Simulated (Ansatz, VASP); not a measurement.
# One calculation of H2Pb, two programs

```
CELL_PARAMETERS angstrom
3.62496 0.00000 0.00000
0.00000 3.62496 0.00000
0.00000 0.00000 6.22762
ATOMIC_POSITIONS crystal
H 0.50000 0.00000 0.35885
H 0.50000 0.50000 0.00000
H 0.00000 0.00000 0.00000
H 0.00000 0.50000 0.64115
Pb 0.50000 0.00000 0.75947
Pb 0.00000 0.50000 0.24053
```

Change from the starting cell: species swapped into the Mn2As type (P4/nmm, No. 129).

Alike in both runs: task relaxation of cell and atoms; functional PBE; k mesh 10 × 10 × 6; occupations gaussian, width 0.1 eV; no spin polarisation.

|  | VASP | Ansatz |
| --- | --- | --- |
| version | VASP 6.6.1 | Ansatz 0.2.0 |
| potentials or method | VASP PAW PBE potentials, release 64 (H, Pb_d), cutoff 600 eV | scalar-relativistic, plane waves, PAW |
| valence electrons in the cell | 32 | 32 |

Ansatz gave:

| Quantity | Value |
| --- | --- |
| gap on the k mesh at the Fermi level, each at its own relaxed structure (eV) | none |
| relaxed volume (Å³/atom) | 13.75 |
| relaxed cell length with the largest relative difference (Å) | 6.243 |

Task: Which values does VASP return?

Result: gap on the k mesh at the Fermi level, each at its own relaxed structure (eV): none; relaxed volume (Å³/atom): 13.73; relaxed cell length with the largest relative difference (Å): 6.238.

A gap of «none» marks a metal or a gap that the smearing closes.

Neither program's run includes spin-orbit coupling.
